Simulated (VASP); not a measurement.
Here is a VASP 6.6.1 calculation.

The input INCAR:

```
SYSTEM = Co
PREC = Accurate
ENCUT = 600
EDIFF = 1E-7
ISMEAR = -1
SIGMA = 0.05
LREAL = .False.
LASPH = .True.
NELM = 80
ALGO = Normal
ISIF = 4
LWAVE = .False.
LCHARG = .False.
GGA = PE
IBRION = 2
NSW = 50
EDIFFG = -0.005
```

KPOINTS

```
Automatic mesh
0
Gamma
  17 17 10
  0 0 0
```

File POSCAR:

```
Co
1.0
    2.3523504075      0.0000000000      0.0000000000
   -1.1761752037      2.0371952115      0.0000000000
    0.0000000000      0.0000000000      3.7947836773
Co
2
Direct
    0.3333333333      0.6666666667      0.2500000000
    0.6666666667      0.3333333333      0.7500000000
```

Potentials or basis: VASP PAW PBE potentials, release 64 (Co).

Launch:

```sh
$ cat potpaw_PBE.64/Co/POTCAR > POTCAR
$ mpirun -np 1 vasp_std > vasp.out
```

Question: What does it give for the band gap on the k mesh?

Answer: Zero (band 9 reaches 13.51 eV, above the bottom of band 10 at 11.68 eV).

Final structure:
```
Co
1.0
     2.35116    0.00000    0.00000
    -1.17558    2.03616    0.00000
     0.00000    0.00000    3.79863
Co
2
Direct
  0.33333 0.66667 0.25000
  0.66667 0.33333 0.75000
```

Caveat: the run has no spin polarisation, though such a crystal can be magnetic. Spin polarisation is off, so any magnetic state and its effect on volume and gap are missing.
